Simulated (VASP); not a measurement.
Input of a VASP 6.6.1 run:

Contents of INCAR:

```
SYSTEM = GaGe
PREC     = Accurate       ! precision mode
ENCUT    = 520            ! plane-wave cutoff, eV
EDIFF    = 1E-6           ! SCF threshold, eV
ISMEAR   = 0              ! smearing method
SIGMA    = 0.15           ! smearing width, eV
LREAL    = .False.        ! projectors in reciprocal space
LASPH    = .True.         ! aspherical terms in the spheres
NELM     = 100            ! most SCF steps
ALGO     = Normal         ! electronic algorithm
ISIF     = 2              ! what is computed and relaxed
LWAVE    = .False.        ! write WAVECAR
LCHARG   = .False.        ! write CHGCAR
GGA      = PE             ! functional
NBANDS   = 20             ! bands
```

The input KPOINTS:

```
Automatic mesh
0
Gamma
  14 14 14
  0 0 0
```

Contents of POSCAR:

```
GaGe
1.0
    0.0000000000      2.8109086800      2.9847793200
    2.8109086800      0.0000000000      2.9847793200
    2.8109086800      2.8109086800      0.0000000000
Ga Ge
1 1
Direct
    0.7500000000      0.7500000000      0.7500000000
    0.0000000000      0.0000000000      0.0000000000
```

Potentials or basis: VASP PAW PBE potentials, release 64 (Ga_d, Ge_d).

Run with:

```sh
$ cat potpaw_PBE.64/Ga_d/POTCAR potpaw_PBE.64/Ge_d/POTCAR > POTCAR
$ mpirun -np 1 vasp_std > vasp.out
```

Task: What does it give for the band gap on the k mesh?

Result: Zero (an odd number of electrons rules out a gap without spin polarisation).

Task: Estimate the pressure.

Result: 1.7 GPa.

Stress tensor (GPa, compression positive):
```
1.49 0.00 0.00
0.00 1.49 0.00
0.00 0.00 2.05
```

Caveat: the cell differs from its parent crystal (strain -0.030 along x and y, +0.030 along z).
